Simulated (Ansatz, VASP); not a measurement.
# Na: VASP beside Ansatz

INCAR

```
SYSTEM = Na
PREC = Accurate ; ENCUT = 520
EDIFF = 1E-6 ; ISMEAR = 0
SIGMA = 0.15 ; LREAL = .FALSE.
LASPH = .TRUE. ; NELM = 60
ALGO = Fast ; ISIF = 2
LWAVE = .FALSE. ; LCHARG = .FALSE.
GGA = PS ; NBANDS = 14
```

File KPOINTS:

```
regular mesh
0
G
  18 18 10
  0 0 0
```

File POSCAR:

```
Na
1.0
    3.8731691091      0.0000000000      0.0000000000
   -1.9365845546      3.3542628417      0.0000000000
    0.0000000000      0.0000000000      5.8212472191
Na
2
Direct
    0.3333333333      0.6666666667      0.2500000000
    0.6666666667      0.3333333333      0.7500000000
```

Input for Ansatz:

```yaml
crystal:
  lattice:
    - [3.8731691091, 0.0, 0.0]
    - [-1.9365845546, 3.3542628417, 0.0]
    - [0.0, 0.0, 5.8212472191]
  atoms:
    - { symbol: Na, position: [0.3333333333, 0.6666666667, 0.25] }
    - { symbol: Na, position: [0.6666666667, 0.3333333333, 0.75] }
basis:
  ecutwfc: 420
kpoints:
  mp_grid: { grid: [18, 18, 10] }
hamiltonian:
  xc: pbesol
scf:
  occupations: { method: gaussian, width: 0.15 }
output:
  forces: true
  stress: true
  eigenvalues: true
```

Alike in both runs: task single point; functional PBEsol; k mesh 18 × 18 × 10; occupations gaussian, width 0.15 eV; no spin polarisation.

|  | VASP | Ansatz |
| --- | --- | --- |
| version | VASP 6.6.1 | Ansatz 0.2.0 |
| potentials or method | VASP PAW PBE potentials, release 64 (Na_pv), cutoff 520 eV | scalar-relativistic, plane waves, PAW |
| valence electrons in the cell | 14 | 18 |

|  | VASP | Ansatz | Ansatz less VASP |
| --- | --- | --- | --- |
| gap on the k mesh at the Fermi level (eV) | none | none | - |
| pressure (GPa) | -0.2 | -0.3 | -0.06 |
| traceless stress, the component that is largest in VASP (GPa) | 0.56 | 0.56 | 0.000 |

VASP's potentials were made for PBE, not for PBEsol. A gap of «none» marks a metal or a gap that the smearing closes. The functional is the same, so the differences come from potentials, cutoffs and numerics. VASP's potentials hold 14 valence electrons a cell and Ansatz's 18, so a difference there can come from the potentials and not from the codes.
